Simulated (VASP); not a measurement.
Write the native input for VASP 6.6.1 that does the following.

```yaml
Task: single point
Functional: LDA
Potentials_or_basis: VASP PAW LDA potentials, release 64 (B, As)
Cutoff: 520 eV
k_mesh: 10 × 10 × 10
Occupations: gaussian, width 0.05 eV
Spin: no spin polarisation
Dipole_correction: no
Further_INCAR_settings: ALGO = Normal; EDIFF = 1e-07; NBANDS = 11
```

The structure of BAs lies in POSCAR:

```
BAs
1.0
    0.0000000000      2.5795800000      2.4840400000
    2.5795800000      0.0000000000      2.4840400000
    2.5795800000      2.5795800000      0.0000000000
B As
1 1
Direct
    0.0000000000      0.0000000000      0.0000000000
    0.7500000000      0.7500000000      0.7500000000
```

This cell differs from its parent crystal: strain +0.080 along x and y, +0.040 along z.

The input as run:

INCAR

```
ALGO = Normal
EDIFF = 1E-7
ENCUT = 520
ISIF = 2
ISMEAR = 0
LASPH = T
LCHARG = F
LREAL = F
LWAVE = F
NBANDS = 11
NELM = 60
PREC = Accurate
SIGMA = 0.05
```

KPOINTS

```
k-points
0
Gamma
  10 10 10
```

Potentials or basis: VASP PAW LDA potentials, release 64 (B, As).

Launch:

```console
$ cat potpaw_LDA.64/B/POTCAR potpaw_LDA.64/As/POTCAR > POTCAR
$ mpirun -np 1 vasp_std > vasp.out
```

It gave:

```yaml
Pressure: -20.2 GPa
Band_gap_on_the_k_mesh: 0.79 eV, indirect (least direct gap 2.18 eV)
```

Caveat: the cell differs from its parent crystal (strain +0.080 along x and y, +0.040 along z).

It took 16 s on 1 thread of AMD EPYC 9R45 (Zen 5), with other jobs on the host, peak memory 0.13 GiB.
